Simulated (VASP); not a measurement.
Write the native input for VASP 6.6.1 that does the following.

| Quantity | Value |
| --- | --- |
| Task | single point |
| Functional | PBE |
| Potentials or basis | VASP PAW PBE potentials, release 64 (Pb_d, S) |
| Cutoff | 520 eV |
| k mesh | 10 × 10 × 10 |
| Occupations | gaussian, width 0.02 eV |
| Spin | no spin polarisation |
| Dipole correction | no |
| Further INCAR settings | ALGO = Normal; EDIFF = 1e-07; NBANDS = 17 |

The structure of PbS lies in POSCAR:

```
PbS
1.0
    0.0000000000      2.9431757239      2.9431757239
    2.9431757239      0.0000000000      2.9431757239
    2.9431757239      2.9431757239      0.0000000000
Pb S
1 1
Direct
    0.0000000000      0.0000000000      0.0000000000
    0.5000000000      0.5000000000      0.5000000000
```

This cell differs from its parent crystal: volume scaled by 0.94.

The input as run:

INCAR

```
SYSTEM = PbS
PREC = Accurate
ENCUT = 520
EDIFF = 1E-7
ISMEAR = 0
SIGMA = 0.02
LREAL = .False.
LASPH = .True.
NELM = 100
ALGO = Normal
ISIF = 2
LWAVE = .False.
LCHARG = .True.
GGA = PE
LELF = .True.
LVHAR = .True.
NBANDS = 17
```

KPOINTS

```
regular mesh
0
Gamma
  10 10 10
  0 0 0
```

Potentials or basis: VASP PAW PBE potentials, release 64 (Pb_d, S).

The run is started by

```sh
$ cat potpaw_PBE.64/Pb_d/POTCAR potpaw_PBE.64/S/POTCAR > POTCAR
$ mpirun -np 1 vasp_std > vasp.out
```

It gave:

```yaml
Pressure: 3.7 GPa
Band_gap_on_the_k_mesh: 0.28 eV, direct
```

Caveat: spin-orbit coupling is left out, which moves the levels of the heavy elements.

It took 16 s on 1 thread of AMD EPYC 9R45 96-Core Processor (Zen 5), with other jobs on the host, peak memory 0.16 GiB.
